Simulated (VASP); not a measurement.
# AlGa3N4 (P-4) in VASP: single point with PBEsol

Aim: the single point of AlGa3N4 with PBEsol.

Program: VASP 6.6.1. These are calculated values, not measurements. Logs are shortened: lines on timing, memory, paths and dates and some standing lists are left out, and cuts for length are marked.

## 1. The cell of the first run

Symmetry: P-4, No. 81, tetragonal system. The conventional cell has a = 4.468 Å, b = 4.468 Å, c = 4.155 Å, α = 90.00°, β = 90.00°, γ = 90.00°. Al (site symmetry -4) has 4 N at 1.86 Å within 2.5 Å. Within 2.5 Å of Ga (site symmetry 2) lie 4 N at 1.88 to 1.96 Å. Within 2.5 Å of Ga (site symmetry -4) lie 4 N at 1.91 Å. N (site symmetry 1) has 1 Al at 1.86 Å and 3 Ga at 1.88 to 1.96 Å within 2.5 Å.

## 2. Single point, PBEsol (atoms displaced along a vibrational mode, the cell strained)

INCAR reads:

```
SYSTEM = AlGa3N4
ALGO     = Normal         ! electronic algorithm
EDIFF    = 1E-6           ! SCF threshold, eV
ENCUT    = 520            ! plane-wave cutoff, eV
GGA      = PS             ! functional
ISIF     = 2              ! what is computed and relaxed
ISMEAR   = 0              ! smearing method
LASPH    = .True.         ! aspherical terms in the spheres
LCHARG   = .False.        ! write CHGCAR
LREAL    = .False.        ! projectors in reciprocal space
LWAVE    = .False.        ! write WAVECAR
NBANDS   = 41             ! bands
NELM     = 100            ! most SCF steps
PREC     = Accurate       ! precision mode
SIGMA    = 0.05           ! smearing width, eV
```

KPOINTS reads:

```
k-points
0
Gamma
  6 6 6
  0 0 0
```

POSCAR reads:

```
AlGa3N4
1.0
    4.1548469939      0.0000000000      0.0000000000
    0.0000000000      4.4675774128      0.0000000000
    0.0000000000      0.0000000000      4.4675774128
Al Ga N
1 3 4
Direct
    0.0000000000      0.0000000000      0.0000000000
    0.4447127655      0.5000001009      0.0000000000
    0.5552872345      0.0000000000      0.4999992340
    0.0000000000      0.4999998991      0.5000007660
    0.7550466747      0.7379830624      0.2278905155
    0.7550461397      0.2620164648      0.7721095468
    0.2449537981      0.7721097520      0.7379832676
    0.2449533875      0.2278907208      0.2620166701
```

Potentials or basis: VASP PAW PBE potentials, release 64 (Al, Ga_d, N).

Command:

```bash
> cat potpaw_PBE.64/Al/POTCAR potpaw_PBE.64/Ga_d/POTCAR potpaw_PBE.64/N/POTCAR > POTCAR
> mpirun -np 1 vasp_std > vasp.out
```

OUTCAR:

```text
SYSTEM = AlGa3N4
   EDIFF = 1E-6
   ENCUT = 520
   GGA = PS
   ISIF = 2
   ISMEAR = 0
   LASPH = .True.
   LREAL = .False.
   NELM = 100
   PREC = Accurate

 ion  position               nearest neighbor table
   1  0.000  0.000  0.000-   6 1.86   7 1.86   8 1.86   5 1.86   3 2.90   2 2.90   2 2.90   3 2.90

   2  0.445  0.500  0.000-   8 1.88   7 1.88   5 1.96   6 1.96   4 2.90   1 2.90   1 2.90   4 2.90

   3  0.555  0.000  0.500-   5 1.88   6 1.88   8 1.96   7 1.96   1 2.90   4 2.90   4 2.90   1 2.90

   4  0.000  0.500  0.500-   6 1.91   7 1.91   8 1.91   5 1.91   2 2.90   3 2.90   3 2.90   2 2.90

   5  0.755  0.738  0.228-   1 1.86   3 1.88   4 1.91   2 1.96
   6  0.755  0.262  0.772-   1 1.86   3 1.88   4 1.91   2 1.96
   7  0.245  0.772  0.738-   1 1.86   2 1.88   4 1.91   3 1.96
   8  0.245  0.228  0.262-   1 1.86   2 1.88   4 1.91   3 1.96

  LATTYP: Found a simple tetragonal cell.
 ALAT       =     4.4675774128
 C/A-ratio  =     0.9300000000

  Lattice vectors:

 A1 = (   0.0000000000,   4.4675774128,   0.0000000000)
 A2 = (   0.0000000000,   0.0000000000,   4.4675774128)
 A3 = (   4.1548469939,   0.0000000000,   0.0000000000)

Analysis of symmetry for initial positions (statically):
=====================================================================
 Subroutine PRICEL returns:
 Original cell was already a primitive cell.

 Routine SETGRP: Setting up the symmetry group for a
 simple tetragonal supercell.

 Subroutine GETGRP returns: Found  4 space group operations
 (whereof  4 operations were pure point group operations)
 out of a pool of 16 trial point group operations.

The static configuration has the point symmetry S_4 .

Analysis of symmetry for dynamics (positions and initial velocities):
=====================================================================
 Subroutine PRICEL returns:
 Original cell was already a primitive cell.

 Routine SETGRP: Setting up the symmetry group for a
 simple tetragonal supercell.

 Subroutine GETGRP returns: Found  4 space group operations
 (whereof  4 operations were pure point group operations)
 out of a pool of 16 trial point group operations.

The dynamic configuration has the point symmetry S_4 .

 Subroutine INISYM returns: Found  4 space group operations
 (whereof  4 operations are pure point group operations),
 and found     1 'primitive' translations

----------------------------------------------------------------------------------------

                                     Primitive cell

  volume of cell :      82.9276

  direct lattice vectors                    reciprocal lattice vectors
     4.154846994  0.000000000  0.000000000     0.240682750  0.000000000  0.000000000
     0.000000000  4.467577413  0.000000000     0.000000000  0.223834957  0.000000000
     0.000000000  0.000000000  4.467577413     0.000000000  0.000000000  0.223834957

  length of vectors
     4.154846994  4.467577413  4.467577413     0.240682750  0.223834957  0.223834957

  position of ions in fractional coordinates (direct lattice)
     0.000000000  0.000000000  0.000000000
     0.444712766  0.500000101  0.000000000
     0.555287234  0.000000000  0.499999234
     0.000000000  0.499999899  0.500000766
     0.755046675  0.737983062  0.227890516
     0.755046140  0.262016465  0.772109547
     0.244953798  0.772109752  0.737983268
     0.244953387  0.227890721  0.262016670

  ion indices of the primitive-cell ions
   primitive index   ion index
                 1           1
                 2           2
                 3           3
                 4           4
                 5           5
                 6           6
                 7           7
                 8           8

----------------------------------------------------------------------------------------

 KPOINTS: k-points

Automatic generation of k-mesh.
 Grid dimensions read from file:
 generate k-points for:    6    6    6

 Generating k-lattice:

  Cartesian coordinates                     Fractional coordinates (reciprocal lattice)
     0.040113792  0.000000000  0.000000000     0.166666667  0.000000000  0.000000000
     0.000000000  0.037305826  0.000000000     0.000000000  0.166666667  0.000000000
     0.000000000  0.000000000  0.037305826     0.000000000  0.000000000  0.166666667

  Length of vectors
     0.040113792  0.037305826  0.037305826

  Shift w.r.t. Gamma in fractional coordinates (k-lattice)
     0.000000000  0.000000000  0.000000000

 Subroutine IBZKPT returns following result:
 ===========================================

 Found     44 irreducible k-points:

 Following reciprocal coordinates:
            Coordinates               Weight
  0.000000  0.000000  0.000000      1.000000
  0.166667  0.000000  0.000000      2.000000
  0.333333  0.000000  0.000000      2.000000
  0.500000  0.000000  0.000000      1.000000
  0.000000  0.166667  0.000000      4.000000
  0.166667  0.166667  0.000000      8.000000
[... 16 lines left out ...]
  0.166667  0.333333  0.166667      8.000000
 -0.166667 -0.333333  0.166667      8.000000
 [... further k-points ...]
   k-points           NKPTS =     44   k-points in BZ     NKDIM =     44   number of bands    NBANDS=     41
   number of dos      NEDOS =    301   number of ions     NIONS =      8
   total plane-waves  NPLWV =  41472
   dimension x,y,z NGX =    32 NGY =   36 NGZ =   36
   dimension x,y,z NGXF=    64 NGYF=   72 NGZF=   72
   ions per type =               1   3   4
   NGX,Y,Z   is equivalent  to a cutoff of  12.80, 13.40, 13.40 a.u.
   NGXF,Y,Z  is equivalent  to a cutoff of  25.61, 26.79, 26.79 a.u.
 SYSTEM =  AlGa3N4
   PREC   = accura    normal or accurate (medium, high low for compatibility)
   ISTART =      0    job   : 0-new  1-cont  2-samecut
   ICHARG =      2    charge: 1-file 2-atom 10-const
   ISPIN  =      1    spin polarized calculation?
   LNONCOLLINEAR =      F non collinear calculations
   LSORBIT =      F    spin-orbit coupling
   LASPH  =      T    aspherical Exc in radial PAW
   ENCUT  =  520.0 eV  38.22 Ry    6.18 a.u.   7.73  8.31  8.31*2*pi/ulx,y,z
   NELM   =    100;   NELMIN=  2; NELMDL= -5     # of ELM steps
   EDIFF  = 0.1E-05   stopping-criterion for ELM
   LREAL  =      F    real-space projection
   EDIFFG = 0.1E-04   stopping-criterion for IOM
   NSW    =      0    number of steps for IOM
   IBRION =     -1    ionic relax: 0-MD 1-quasi-New 2-CG
   NFREE  =      0    steps in history (QN), initial steepest desc. (CG)
   ISIF   =      2    stress and relaxation
   ISYM   =      2    0-nonsym 1-usesym 2-fastsym
   POTIM  = 0.5000    time-step for ionic-motion
   TEBEG  =    0.0;   TEEND  =   0.0 temperature during run
   PSTRESS=    0.0 pullay stress
   NELECT =      62.0000    total number of electrons
   NUPDOWN=      -1.0000    fix difference up-down
   EMIN   =  10.00;   EMAX   =-10.00  energy-range for DOS
   EFERMI =   0.00;   METHOD = LEGACY
   ISMEAR =     0;   SIGMA  =   0.05  broadening in eV -4-tet -1-fermi 0-gaus
   EFERMI_NEDOS =   21; number of points for ismear=-14 and -15
   IALGO  =     38    algorithm
   IMIX   =      4    mixing-type and parameters
     AMIX     =   0.40;   BMIX     =  1.00
     AMIX_MAG =   1.60;   BMIX_MAG =  1.00
  volume/ion in A,a.u.               =      10.37        69.95
  Fermi-wavevector in a.u.,A,eV,Ry     =   1.485841  2.807832 30.037900  2.207723
  Thomas-Fermi vector in A             =   2.599202
   LORBIT       =      0    0 simple, 1 ext, 2 COOP (PROOUT), +10 PAW based schemes
   GGA     = PS    functional components
   LHFCALC =     F    Hartree Fock is set to
   AEXX    =    0.0000 exact exchange contribution
   IVDW    =     0    specifies the selected vdW correction
   LEPSILON=     F    determine dielectric tensor
   LRPA    =     F    only Hartree local field effects (RPA)
 non-spin polarized calculation
 Gauss-broadening in eV      SIGMA  =   0.05
  energy-cutoff  :      520.00
  volume of cell :       82.93
 maximum number of plane-waves:      2272
   NGX = 15   NGY = 17   NGZ = 17

 number of electron      61.9999982 magnetization

 Free energy of the ion-electron system (eV)
  ---------------------------------------------------
  ext. energy  EPLUGINS =         0.00000000
  ---------------------------------------------------
  free energy    TOTEN  =       -54.09508376 eV

  energy without entropy =      -54.09508376  energy(sigma->0) =      -54.09508376

 E-fermi :   6.4617     XC(G=0): -12.1438

 val. band max:        6.2282291601   @ k =   0.0000   0.0000   0.0000
 cond. band min:       8.7761558193   @ k =   0.0000   0.0000   0.0000
 fundamental gap:      2.5479266592
 Fermi energy:         6.4617121763

 k-point     1 :       0.0000    0.0000    0.0000
  band No.  band energies     occupation
      1     -10.1688      2.00000
      2      -8.5979      2.00000
      3      -8.5074      2.00000
      4      -8.5074      2.00000
      5      -7.1404      2.00000
      6      -7.1126      2.00000
[... 33 lines left out ...]
     40      17.6321      0.00000
     41      17.6461      0.00000

 k-point     2 :       0.1667    0.0000    0.0000
  band No.  band energies     occupation
      1     -10.0313      2.00000
      2      -8.6406      2.00000
      3      -8.5143      2.00000
      4      -8.5143      2.00000
      5      -7.1211      2.00000
      6      -7.1129      2.00000
[... 33 lines left out ...]
     40      17.7549      0.00000
     41      17.9888      0.00000

 k-point     3 :       0.3333    0.0000    0.0000
  band No.  band energies     occupation
      1      -9.6608      2.00000
      2      -8.8068      2.00000
      3      -8.5281      2.00000
      4      -8.5281      2.00000
      5      -7.1078      2.00000
      6      -7.1078      2.00000
[... 875 lines left out ...]
      2      -8.7887      2.00000
      3      -8.6192      2.00000
      4      -8.5819      2.00000
      5      -7.1173      2.00000
      6      -7.0698      2.00000
[... 33 lines left out ...]
     40      16.7884      0.00000
     41      17.1870      0.00000

 k-point    24 :      -0.1667   -0.3333    0.1667
  band No.  band energies     occupation
      1      -9.5068      2.00000
      2      -8.7783      2.00000
      3      -8.6414      2.00000
      4      -8.5698      2.00000
      5      -7.1180      2.00000
      6      -7.0759      2.00000
[... 33 lines left out ...]
     40      16.5728      0.00000
     41      17.1155      0.00000

 [... further k-points ...]

------------------------ aborting loop because EDIFF is reached ----------------------------------------

  FORCE on cell =-STRESS in cart. coord.  units (eV):
  Direction    XX          YY          ZZ          XY          YZ          ZX
  --------------------------------------------------------------------------------------
  -------------------------------------------------------------------------------------
  Total        8.6641476      6.7464271      6.7464271      0.0000000      0.0000015      0.0000000
  in kB      167.3929713    130.3422486    130.3422486      0.0000000      0.0000281      0.0000000
  external PRESSURE =     142.6924895 kB  Pullay stress =       0.0000000 kB

 VOLUME and BASIS-vectors are now :
 -----------------------------------------------------------------------------
  energy-cutoff  :      520.00
  volume of cell :       82.93
      direct lattice vectors                 reciprocal lattice vectors
     4.154846994  0.000000000  0.000000000     0.240682750  0.000000000  0.000000000
     0.000000000  4.467577413  0.000000000     0.000000000  0.223834957  0.000000000
     0.000000000  0.000000000  4.467577413     0.000000000  0.000000000  0.223834957

 POSITION                                       TOTAL-FORCE (eV/Angst)
 -----------------------------------------------------------------------------------
      0.00000      0.00000      0.00000         0.000000      0.000000      0.000000
      1.84771      2.23379      0.00000         1.947110      0.000000      0.000000
      2.30713      0.00000      2.23379        -1.947110     -0.000000     -0.000000
      0.00000      2.23379      2.23379         0.000000      0.000000      0.000000
      3.13710      3.29700      1.01812        -0.064561      0.111014      0.153719
      3.13710      1.17058      3.44946        -0.064561     -0.111014     -0.153719
      1.01775      3.44946      3.29700         0.064561     -0.153719      0.111014
      1.01774      1.01812      1.17058         0.064561      0.153719     -0.111014
 -----------------------------------------------------------------------------------
    total drift:                               -0.000001     -0.000055      0.000004

  FREE ENERGIE OF THE ION-ELECTRON SYSTEM (eV)
  ---------------------------------------------------
  free  energy   TOTEN  =       -54.0950837575 eV

  energy  without entropy=      -54.0950837575  energy(sigma->0) =      -54.09508376
```

It took 2.1 min on 1 thread of Intel Xeon 6975P-C (Granite Rapids), shared host; peak memory 0.27 GiB.

Results:

```
Free energy            : -54.0951 eV
Pressure               : 14.3 GPa
Largest force          : 1.947 eV/Å
Band gap on the k mesh : 2.55 eV
```

Forces in eV/Å, atoms in the order of the input:
```
Al   0.000  0.000  0.000
Ga   1.947  0.000  0.000
Ga  -1.947  0.000  0.000
Ga   0.000  0.000  0.000
N   -0.065  0.111  0.154
N   -0.065 -0.111 -0.154
N    0.065 -0.154  0.111
N    0.065  0.154 -0.111
```

Levels at points of the mesh, in eV from the valence-band top:
| k point | band 27 | band 28 | band 29 | band 30 | band 31 | band 32 | band 33 | band 34 | band 35 | band 36 |
| --- | --- | --- | --- | --- | --- | --- | --- | --- | --- | --- |
| (0.00, 0.00, 0.00) | -2.48 | -2.42 | -0.23 | -0.23 | 0.00 | 2.55 | 2.87 | 3.26 | 3.26 | 6.03 |
| (0.50, 0.00, 0.00) | -2.64 | -1.94 | -1.94 | -1.64 | -1.64 | 5.04 | 5.24 | 6.51 | 6.51 | 7.47 |
| (0.00, 0.50, 0.00) | -3.14 | -1.62 | -1.44 | -1.29 | -1.12 | 4.80 | 4.84 | 5.69 | 5.70 | 8.25 |
| (0.50, 0.50, 0.00) | -3.40 | -1.07 | -0.92 | -0.85 | -0.64 | 6.72 | 6.92 | 7.17 | 7.44 | 7.55 |
| (0.00, 0.50, 0.50) | -2.96 | -1.50 | -1.40 | -1.40 | -1.06 | 6.04 | 6.04 | 6.77 | 6.83 | 6.89 |
| (0.50, 0.50, 0.50) | -1.08 | -0.93 | -0.62 | -0.59 | -0.59 | 4.99 | 4.99 | 5.15 | 6.35 | 8.64 |

Caveat: the cell differs from its parent crystal (atoms displaced along a vibrational mode, the cell strained); the cell stands under pressure; the PAW data sets were made with another functional, which shifts forces and pressure a little.
